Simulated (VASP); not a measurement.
Crystal: PtSe2.

```
CELL_PARAMETERS angstrom
5.74650 0.00000 0.00000
0.00000 5.74650 0.00000
0.00000 0.00000 3.98136
ATOMIC_POSITIONS crystal
Pt 0.00000 0.00000 0.00000
Pt 0.50000 0.50000 0.50000
Se 0.30923 0.30923 0.00000
Se 0.19077 0.80923 0.50000
Se 0.80923 0.19077 0.50000
Se 0.69077 0.69077 0.00000
```

Base run:

```yaml
Program: VASP 6.6.1
Functional: PBE
Potentials_or_basis: VASP PAW PBE potentials, release 64 (Pt, Se)
Cutoff: 520 eV
k_mesh: 4 × 4 × 6
Occupations: fermi-dirac, width 0.02 eV
Spin: no spin polarisation
```

Its results: band gap on the k mesh zero (bands 22 and 23 overlap by 0.38 eV); pressure 2.5 GPa.

Task: The run is repeated on the same cell with these changes: functional from PBE to r2SCAN. What comes out?

Result: Band gap on the k mesh zero (bands 22 and 23 overlap by 0.38 eV); pressure 0.0 GPa.

Caveats: the structure was generated, so it needn't be the stable form of PtSe2; spin-orbit coupling is left out, which moves the levels of the heavy elements; the PAW data sets were made with another functional, which shifts forces and pressure a little (at least some runs).
